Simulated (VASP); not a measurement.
Crystal: B3N2.

```
B N
1.0
     2.89765    0.00000    0.00000
    -1.44883    2.50944    0.00000
     0.00000    0.00000    4.50828
B N
3 2
Direct
  0.00000 0.00000 0.00000
  0.33333 0.66667 0.64500
  0.66667 0.33333 0.35500
  0.33333 0.66667 0.24500
  0.66667 0.33333 0.75500
```

| Item | Value |
| --- | --- |
| Program | VASP 6.6.1 |
| Task | relaxation of cell and atoms |
| Functional | PBE |
| Potentials or basis | VASP PAW PBE potentials, release 64 (B, N) |
| Cutoff | 600 eV |
| k mesh | 6 × 6 × 4 |
| Occupations | gaussian, width 0.1 eV |
| Spin | no spin polarisation |

At the start: pressure 13.7 GPa; volume 6.56 Å³/atom.

**Question.** Where does the relaxation end?

**Answer.** Over 28 steps the energy falls by 1800.4 meV/atom and the volume is 7.64 Å³/atom (+16.5 %); space group P-3m1 (No. 164, to 0.1 Å) before and after.

Step by step:
```tsv
step	energy change (eV)	largest force (eV/Å)	pressure (GPa)	volume (Å³)
1	0.0000	2.6997	13.67	32.78
2	-0.9796	3.0936	1.01	35.50
3	-2.7525	0.5486	-24.27	44.49
4	-2.7896	2.0286	-19.95	41.43
5	-2.8690	0.9715	-22.30	42.75
6	-3.1893	0.4014	-22.58	43.08
7	-3.3415	2.3322	-21.42	43.44
8	-3.8865	2.5714	-19.76	42.35
9	-5.3150	3.9592	-8.09	38.96
10	-5.8436	7.3005	72.07	31.84
11	-6.2770	6.1744	21.33	35.16
12	-7.0686	4.9529	21.92	35.07
13	-8.0501	1.5568	37.43	34.54
14	-8.4439	1.5100	18.32	36.33
15	-8.6331	1.4986	-6.52	39.43
16	-8.6381	1.4969	-3.53	39.00
17	-8.7038	1.3003	-3.39	39.02
18	-8.8423	0.6623	-3.01	39.07
19	-8.8198	1.4811	-3.05	39.15
20	-8.8845	0.8995	-2.90	39.10
21	-8.9413	0.6283	-0.68	38.64
22	-8.9874	0.1403	5.86	37.44
23	-8.9907	0.1281	4.36	37.69
24	-8.9951	0.0816	-2.63	38.39
25	-9.0002	0.0965	0.28	38.09
26	-9.0016	0.0426	-0.17	38.20
27	-9.0018	0.0487	-0.40	38.26
28	-9.0020	0.0280	0.28	38.19
```

Final structure:
```xyz
5
Lattice="2.4977 0.0000 0.0000 -1.2488 2.1630 0.0000 0.0000 0.0000 7.0682" Properties=species:S:1:pos:R:3 pbc="T T T"
B     2.4977    0.0000    0.0000
B     0.0000    1.4420    4.8590
B     1.2488    0.7210    2.2092
N     0.0000    1.4420    2.2660
N     1.2488    0.7210    4.8022
```

Caveat: the k points lie up to 0.48 Å⁻¹ apart in the final cell, too coarse for converged energies and pressures of a metal; the volume moved by over 15 % at a fixed basis, so the end points are rough; an odd number of electrons without spin polarisation forces a metal; a magnetic or distorted state may lie lower.
